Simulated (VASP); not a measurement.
# Bi (R-3m) in VASP: a series of runs

Bi is run at these levels: LDA; tasks: single point.

Program: VASP 6.6.1. These are calculated values, not measurements. Logs are shortened: lines on timing, memory, paths and dates and some standing lists are left out, and cuts for length are marked.

### Step 1. The cell of the first run

It takes space group R-3m (No. 166, trigonal). The conventional cell has a = 4.442 Å, b = 4.442 Å, c = 11.573 Å, α = 90.00°, β = 90.00°, γ = 120.00°. Bi (site symmetry 3m) has 6 Bi at 3.00 to 3.44 Å within 4.0 Å.

### Step 2. Single point, LDA (volume scaled by 0.94)

Input file INCAR:

```
ALGO = Normal
EDIFF = 1E-7
ENCUT = 520
GGA = CA
ISIF = 2
ISMEAR = -1
LASPH = True
LCHARG = False
LREAL = False
LWAVE = False
NBANDS = 22
NELM = 80
PREC = Accurate
SIGMA = 0.05
```

Input file KPOINTS:

```
k-points
0
Gamma
  7 7 7
```

Input file POSCAR:

```
Bi
1.0
    2.2212115015      1.2824170583      3.8576100961
   -2.2212115015      1.2824170583      3.8576100961
    0.0000000000     -2.5648341167      3.8576100961
Bi
2
Direct
    0.7660000000      0.7660000000      0.7660000000
    0.2340000000      0.2340000000      0.2340000000
```

Potentials or basis: VASP PAW LDA potentials, release 64 (Bi_d).

Started as:

```sh
> cat potpaw_LDA.64/Bi_d/POTCAR > POTCAR
> mpirun -np 1 vasp_std > vasp.out
```

OUTCAR:

```text
EDIFF = 1E-7
   ENCUT = 520
   GGA = CA
   ISIF = 2
   ISMEAR = -1
   LASPH = True
   LREAL = False
   NELM = 80
   PREC = Accurate

 ion  position               nearest neighbor table
   1  0.766  0.766  0.766-   2 3.00   2 3.00   2 3.00   2 3.44   2 3.44   2 3.44
   2  0.234  0.234  0.234-   1 3.00   1 3.00   1 3.00   1 3.44   1 3.44   1 3.44

  LATTYP: Found a trigonal (rhomboedric) cell.
 ALAT       =     4.6324431674
 COS(alpha) =     0.5401781303

  Lattice vectors:

 A1 = (   2.2212115015,   1.2824170583,   3.8576100961)
 A2 = (  -2.2212115015,   1.2824170583,   3.8576100961)
 A3 = (   0.0000000000,  -2.5648341167,   3.8576100961)

Analysis of symmetry for initial positions (statically):
=====================================================================
 Subroutine PRICEL returns:
 Original cell was already a primitive cell.

 Routine SETGRP: Setting up the symmetry group for a
 trigonal (rhombohedral) supercell.

 Subroutine GETGRP returns: Found 12 space group operations
 (whereof 12 operations were pure point group operations)
 out of a pool of 12 trial point group operations.

The static configuration has the point symmetry D_3d.

Analysis of symmetry for dynamics (positions and initial velocities):
=====================================================================
 Subroutine PRICEL returns:
 Original cell was already a primitive cell.

 Routine SETGRP: Setting up the symmetry group for a
 trigonal (rhombohedral) supercell.

 Subroutine GETGRP returns: Found 12 space group operations
 (whereof 12 operations were pure point group operations)
 out of a pool of 12 trial point group operations.

The dynamic configuration has the point symmetry D_3d.

 Subroutine INISYM returns: Found 12 space group operations
 (whereof 12 operations are pure point group operations),
 and found     1 'primitive' translations

----------------------------------------------------------------------------------------

                                     Primitive cell

  volume of cell :      65.9309

  direct lattice vectors                    reciprocal lattice vectors
     2.221211502  1.282417058  3.857610096     0.225102382  0.129962921  0.086409286
    -2.221211502  1.282417058  3.857610096    -0.225102382  0.129962921  0.086409286
     0.000000000 -2.564834117  3.857610096     0.000000000 -0.259925842  0.086409286

  length of vectors
     4.632443167  4.632443167  4.632443167     0.273912409  0.273912409  0.273912409

  position of ions in fractional coordinates (direct lattice)
     0.766000000  0.766000000  0.766000000
     0.234000000  0.234000000  0.234000000

  ion indices of the primitive-cell ions
   primitive index   ion index
                 1           1
                 2           2

----------------------------------------------------------------------------------------

 KPOINTS: k-points

Automatic generation of k-mesh.
 Grid dimensions read from file:
 generate k-points for:    7    7    7

 Generating k-lattice:

  Cartesian coordinates                     Fractional coordinates (reciprocal lattice)
     0.032157483  0.018566132  0.012344184     0.142857143  0.000000000  0.000000000
    -0.032157483  0.018566132  0.012344184     0.000000000  0.142857143  0.000000000
     0.000000000 -0.037132263  0.012344184     0.000000000  0.000000000  0.142857143

  Length of vectors
     0.039130344  0.039130344  0.039130344

  Shift w.r.t. Gamma in fractional coordinates (k-lattice)
     0.000000000  0.000000000  0.000000000

 Subroutine IBZKPT returns following result:
 ===========================================

 Found     44 irreducible k-points:

 Following reciprocal coordinates:
            Coordinates               Weight
  0.000000  0.000000  0.000000      1.000000
  0.142857 -0.000000  0.000000      6.000000
  0.285714 -0.000000  0.000000      6.000000
  0.428571 -0.000000  0.000000      6.000000
  0.142857  0.142857  0.000000      6.000000
  0.285714  0.142857  0.000000     12.000000
[... 16 lines left out ...]
  0.285714  0.285714  0.142857      6.000000
  0.428571  0.285714  0.142857     12.000000
 [... further k-points ...]
   k-points           NKPTS =     44   k-points in BZ     NKDIM =     44   number of bands    NBANDS=     22
   number of dos      NEDOS =    301   number of ions     NIONS =      2
   total plane-waves  NPLWV =  46656
   dimension x,y,z NGX =    36 NGY =   36 NGZ =   36
   dimension x,y,z NGXF=    72 NGYF=   72 NGZF=   72
   ions per type =               2
   NGX,Y,Z   is equivalent  to a cutoff of  12.92, 12.92, 12.92 a.u.
   NGXF,Y,Z  is equivalent  to a cutoff of  25.84, 25.84, 25.84 a.u.
 SYSTEM =  unknown system
   PREC   = accura    normal or accurate (medium, high low for compatibility)
   ISTART =      0    job   : 0-new  1-cont  2-samecut
   ICHARG =      2    charge: 1-file 2-atom 10-const
   ISPIN  =      1    spin polarized calculation?
   LNONCOLLINEAR =      F non collinear calculations
   LSORBIT =      F    spin-orbit coupling
   LASPH  =      T    aspherical Exc in radial PAW
   ENCUT  =  520.0 eV  38.22 Ry    6.18 a.u.   8.61  8.61  8.61*2*pi/ulx,y,z
   NELM   =     80;   NELMIN=  2; NELMDL= -5     # of ELM steps
   EDIFF  = 0.1E-06   stopping-criterion for ELM
   LREAL  =      F    real-space projection
   EDIFFG = 0.1E-05   stopping-criterion for IOM
   NSW    =      0    number of steps for IOM
   IBRION =     -1    ionic relax: 0-MD 1-quasi-New 2-CG
   NFREE  =      0    steps in history (QN), initial steepest desc. (CG)
   ISIF   =      2    stress and relaxation
   ISYM   =      2    0-nonsym 1-usesym 2-fastsym
   POTIM  = 0.5000    time-step for ionic-motion
   TEBEG  =    0.0;   TEEND  =   0.0 temperature during run
   PSTRESS=    0.0 pullay stress
   NELECT =      30.0000    total number of electrons
   NUPDOWN=      -1.0000    fix difference up-down
   EMIN   =  10.00;   EMAX   =-10.00  energy-range for DOS
   EFERMI =   0.00;   METHOD = LEGACY
   ISMEAR =    -1;   SIGMA  =   0.05  broadening in eV -4-tet -1-fermi 0-gaus
   EFERMI_NEDOS =   21; number of points for ismear=-14 and -15
   IALGO  =     38    algorithm
   IMIX   =      4    mixing-type and parameters
     AMIX     =   0.40;   BMIX     =  1.00
     AMIX_MAG =   1.60;   BMIX_MAG =  1.00
  volume/ion in A,a.u.               =      32.97       222.46
  Fermi-wavevector in a.u.,A,eV,Ry     =   1.259174  2.379493 21.572289  1.585518
  Thomas-Fermi vector in A             =   2.392747
   LORBIT       =      0    0 simple, 1 ext, 2 COOP (PROOUT), +10 PAW based schemes
   GGA     = CA    functional components
   LHFCALC =     F    Hartree Fock is set to
   AEXX    =    0.0000 exact exchange contribution
   IVDW    =     0    specifies the selected vdW correction
   LEPSILON=     F    determine dielectric tensor
   LRPA    =     F    only Hartree local field effects (RPA)
 non-spin polarized calculation
  energy-cutoff  :      520.00
  volume of cell :       65.93
 maximum number of plane-waves:      1791
   NGX = 17   NGY = 17   NGZ = 17

 number of electron      30.0000001 magnetization

 Free energy of the ion-electron system (eV)
  ---------------------------------------------------
  ext. energy  EPLUGINS =         0.00000000
  ---------------------------------------------------
  free energy    TOTEN  =        -9.13001414 eV

  energy without entropy =       -9.12890415  energy(sigma->0) =       -9.12945915

 E-fermi :   6.7762     XC(G=0): -10.0991

 val. band max:        6.6013389835   @ k =   0.4286   0.2857   0.2857
 cond. band min:       6.9040176298   @ k =   0.4286  -0.0000   0.0000
 fundamental gap:      0.3026786463
 Fermi energy:         6.7761962338

 k-point     1 :       0.0000    0.0000    0.0000
  band No.  band energies     occupation
      1     -16.1447      2.00000
      2     -16.1447      2.00000
      3     -15.9571      2.00000
      4     -15.9571      2.00000
      5     -15.9373      2.00000
      6     -15.7254      2.00000
[... 14 lines left out ...]
     21      12.6923      0.00000
     22      13.1136      0.00000

 k-point     2 :       0.1429   -0.0000    0.0000
  band No.  band energies     occupation
      1     -16.1268      2.00000
      2     -16.1218      2.00000
      3     -15.9490      2.00000
      4     -15.9428      2.00000
      5     -15.9248      2.00000
      6     -15.7376      2.00000
[... 14 lines left out ...]
     21      12.9355      0.00000
     22      14.6972      0.00000

 k-point     3 :       0.2857   -0.0000    0.0000
  band No.  band energies     occupation
      1     -16.0801      2.00000
      2     -16.0577      2.00000
      3     -15.9310      2.00000
      4     -15.9044      2.00000
      5     -15.8876      2.00000
      6     -15.7787      2.00000
[... 14 lines left out ...]
     21      13.9796      0.00000
     22      17.2557      0.00000

 k-point     4 :       0.4286   -0.0000    0.0000
  band No.  band energies     occupation
      1     -16.0316      2.00000
      2     -15.9687      2.00000
      3     -15.9148      2.00000
      4     -15.8641      2.00000
      5     -15.8552      2.00000
      6     -15.8159      2.00000
[... 14 lines left out ...]
     21      15.6913      0.00000
     22      16.3967      0.00000

 k-point     5 :       0.1429    0.1429    0.0000
  band No.  band energies     occupation
      1     -16.1415      2.00000
      2     -16.0982      2.00000
      3     -15.9564      2.00000
      4     -15.9354      2.00000
      5     -15.9189      2.00000
      6     -15.7427      2.00000
[... 417 lines left out ...]
 k-point    22 :      -0.1429    0.1429    0.1429
  band No.  band energies     occupation
      1     -16.1204      2.00000
      2     -16.0328      2.00000
      3     -15.9521      2.00000
      4     -15.8981      2.00000
      5     -15.8829      2.00000
      6     -15.7835      2.00000
[... 14 lines left out ...]
     21      14.5222      0.00000
     22      15.8427      0.00000

 k-point    23 :       0.2857    0.2857    0.1429
  band No.  band energies     occupation
      1     -16.1225      2.00000
      2     -16.0546      2.00000
      3     -15.9495      2.00000
      4     -15.9180      2.00000
      5     -15.9022      2.00000
      6     -15.7569      2.00000
[... 14 lines left out ...]
     21      14.6088      0.00000
     22      15.3587      0.00000

 k-point    24 :       0.4286    0.2857    0.1429
  band No.  band energies     occupation
      1     -16.1022      2.00000
      2     -16.0124      2.00000
      3     -15.9386      2.00000
      4     -15.8998      2.00000
      5     -15.8775      2.00000
      6     -15.7795      2.00000
[... 14 lines left out ...]
     21      15.2357      0.00000
     22      15.9472      0.00000

 [... further k-points ...]

------------------------ aborting loop because EDIFF is reached ----------------------------------------

  FORCE on cell =-STRESS in cart. coord.  units (eV):
  Direction    XX          YY          ZZ          XY          YZ          ZX
  --------------------------------------------------------------------------------------
  -------------------------------------------------------------------------------------
  Total        0.8495167      0.8495167      0.5401409      0.0000000     -0.0000000     -0.0000000
  in kB       20.6439946     20.6439946     13.1258923      0.0000000     -0.0000000     -0.0000000
  external PRESSURE =      18.1379605 kB  Pullay stress =       0.0000000 kB

 VOLUME and BASIS-vectors are now :
 -----------------------------------------------------------------------------
  energy-cutoff  :      520.00
  volume of cell :       65.93
      direct lattice vectors                 reciprocal lattice vectors
     2.221211502  1.282417058  3.857610096     0.225102382  0.129962921  0.086409286
    -2.221211502  1.282417058  3.857610096    -0.225102382  0.129962921  0.086409286
     0.000000000 -2.564834117  3.857610096     0.000000000 -0.259925842  0.086409286

 POSITION                                       TOTAL-FORCE (eV/Angst)
 -----------------------------------------------------------------------------------
      0.00000     -0.00000      8.86479         0.000000      0.000000     -0.368315
      0.00000     -0.00000      2.70804         0.000000     -0.000000      0.368315
 -----------------------------------------------------------------------------------
    total drift:                               -0.000000      0.000000     -0.000000

  FREE ENERGIE OF THE ION-ELECTRON SYSTEM (eV)
  ---------------------------------------------------
  free  energy   TOTEN  =        -9.1300141443 eV

  energy  without entropy=       -9.1289041537  energy(sigma->0) =       -9.12945915
```

Run time: 42 s. Hardware: 1 thread of Intel Xeon 6975P-C, shared host; peak memory 0.2 GiB.

Results:

```yaml
Free_energy: -9.1300 eV
Pressure: 1.8 GPa
Largest_force: 0.368 eV/Å
Band_gap_on_the_k_mesh: 0.30 eV, indirect (least direct gap 0.57 eV)
```

Forces on the atoms (eV/Å):
```
Bi   0.000  0.000 -0.368
Bi   0.000  0.000  0.368
```

Caveat: spin-orbit coupling is left out, which moves the levels of the heavy elements. A k mesh can miss the band edges.

### Step 3. Single point, LDA (volume scaled by 0.96)

Input file INCAR:

```
ALGO = Normal ; EDIFF = 1E-6
ENCUT = 520 ; ISIF = 2
ISMEAR = -1 ; LASPH = T
LCHARG = F ; LREAL = F
LWAVE = F ; NBANDS = 22
NELM = 100 ; PREC = Accurate
SIGMA = 0.05
```

KPOINTS is that of step 2.

Input file POSCAR:

```
Bi
1.0
    2.2368543514      1.2914484619      3.8847772595
   -2.2368543514      1.2914484619      3.8847772595
    0.0000000000     -2.5828969239      3.8847772595
Bi
2
Direct
    0.7660000000      0.7660000000      0.7660000000
    0.2340000000      0.2340000000      0.2340000000
```

Potentials or basis: VASP PAW LDA potentials, release 64 (Bi_d).

Started as:

```sh
> cat potpaw_LDA.64/Bi_d/POTCAR > POTCAR
> mpirun -np 1 vasp_std > vasp.out
```

OUTCAR:

```text
EDIFF = 1E-6
   ENCUT = 520
   ISIF = 2
   ISMEAR = -1
   LASPH = T
   LREAL = F
   NELM = 100
   PREC = Accurate

 ion  position               nearest neighbor table
   1  0.766  0.766  0.766-   2 3.02   2 3.02   2 3.02   2 3.47   2 3.47   2 3.47
   2  0.234  0.234  0.234-   1 3.02   1 3.02   1 3.02   1 3.47   1 3.47   1 3.47

  LATTYP: Found a trigonal (rhomboedric) cell.
 ALAT       =     4.6650670815
 COS(alpha) =     0.5401781303

  Lattice vectors:

[... 783 lines left out ...]

 [... further k-points ...]

------------------------ aborting loop because EDIFF is reached ----------------------------------------

  FORCE on cell =-STRESS in cart. coord.  units (eV):
  Direction    XX          YY          ZZ          XY          YZ          ZX
  --------------------------------------------------------------------------------------
  -------------------------------------------------------------------------------------
  Total        0.3206289      0.3206289      0.0933998      0.0000000     -0.0000000      0.0000000
  in kB        7.6292373      7.6292373      2.2224103      0.0000000     -0.0000000      0.0000000
  external PRESSURE =       5.8269616 kB  Pullay stress =       0.0000000 kB

 VOLUME and BASIS-vectors are now :
 -----------------------------------------------------------------------------
  energy-cutoff  :      520.00
  volume of cell :       67.33
      direct lattice vectors                 reciprocal lattice vectors
     2.236854351  1.291448462  3.884777259     0.223528188  0.129054060  0.085805005
    -2.236854351  1.291448462  3.884777259    -0.223528188  0.129054060  0.085805005
     0.000000000 -2.582896924  3.884777259     0.000000000 -0.258108119  0.085805005

 POSITION                                       TOTAL-FORCE (eV/Angst)
 -----------------------------------------------------------------------------------
      0.00000     -0.00000      8.92722         0.000000      0.000000     -0.261363
      0.00000     -0.00000      2.72711         0.000000     -0.000000      0.261363
 -----------------------------------------------------------------------------------
    total drift:                               -0.000000      0.000000     -0.000000

  FREE ENERGIE OF THE ION-ELECTRON SYSTEM (eV)
  ---------------------------------------------------
  free  energy   TOTEN  =        -9.1410158170 eV

  energy  without entropy=       -9.1398327344  energy(sigma->0) =       -9.14042428
```

stdout:

```text
POSCAR found type information on POSCAR Bi
 POSCAR found :  1 types and       2 ions
 scaLAPACK will be used
 LDA part: xc-table for (Slater(with rela. corr.)+CA(PZ))
 , standard interpolation
 POSCAR, INCAR and KPOINTS ok, starting setup
 FFT: planning ... GRIDC
 FFT: planning ... GRID_SOFT
 FFT: planning ... GRID
 WAVECAR not read
 entering main loop
```

Run time: 38 s. Hardware: 1 thread of Intel Xeon 6975P-C, shared host; peak memory 0.19 GiB.

Results:

* Free energy: -9.1410 eV
* Pressure: 0.6 GPa
* Largest force: 0.261 eV/Å
* Band gap on the k mesh: 0.29 eV, indirect (least direct gap 0.55 eV)

Forces on the atoms (eV/Å):
```
Bi   0.000  0.000 -0.261
Bi   0.000  0.000  0.261
```

Levels at points of the mesh, in eV from the valence-band top:
```
           k point  band 11  band 12  band 13  band 14  band 15  band 16  band 17  band 18  band 19  band 20
(0.00, 0.00, 0.00)   -13.15    -7.04    -1.31    -1.03    -1.03     2.80     3.29     3.29     5.95     6.08
```

Caveat: spin-orbit coupling is left out, which moves the levels of the heavy elements. A k mesh can miss the band edges.

### Step 4. Single point, LDA (volume scaled by 0.98)

Input file INCAR:

```
SYSTEM = Bi
PREC = Accurate
ENCUT = 520
EDIFF = 1E-7
ISMEAR = -1
SIGMA = 0.05
LREAL = .FALSE.
LASPH = .TRUE.
NELM = 100
ALGO = Normal
ISIF = 2
LWAVE = .FALSE.
LCHARG = .FALSE.
GGA = CA
NBANDS = 22
```

Input file KPOINTS:

```
Automatic mesh
0
G
  7 7 7
  0 0 0
```

Input file POSCAR:

```
Bi
1.0
    2.2522814206      1.3003552845      3.9115696734
   -2.2522814206      1.3003552845      3.9115696734
    0.0000000000     -2.6007105690      3.9115696734
Bi
2
Direct
    0.7660000000      0.7660000000      0.7660000000
    0.2340000000      0.2340000000      0.2340000000
```

Started as:

```sh
> cat potpaw_LDA.64/Bi_d/POTCAR > POTCAR
> mpirun -np 1 vasp_std > vasp.out
```

It took 37 s on 1 thread of Intel Xeon 6975P-C, shared host; peak memory 0.2 GiB.

Results (log left out):

```
Free energy            : -9.1418 eV
Pressure               : -0.5 GPa
Largest force          : 0.162 eV/Å
Band gap on the k mesh : 0.28 eV, indirect (least direct gap 0.54 eV)
```

Forces on the atoms (eV/Å):
```
Bi   0.000  0.000 -0.162
Bi   0.000  0.000  0.162
```

Stress tensor (GPa, compression positive):
```
-0.41  0.00  0.00
 0.00 -0.41  0.00
 0.00  0.00 -0.76
```

Levels at points of the mesh, in eV from the valence-band top:
| k point | band 12 | band 13 | band 14 | band 15 | band 16 | band 17 | band 18 | band 19 |
| --- | --- | --- | --- | --- | --- | --- | --- | --- |
| (0.00, 0.00, 0.00) | -7.13 | -1.27 | -1.00 | -1.00 | 2.78 | 3.25 | 3.25 | 5.94 |

Caveat: spin-orbit coupling is left out, which moves the levels of the heavy elements. A k mesh can miss the band edges.

[end of part 1 of 3]
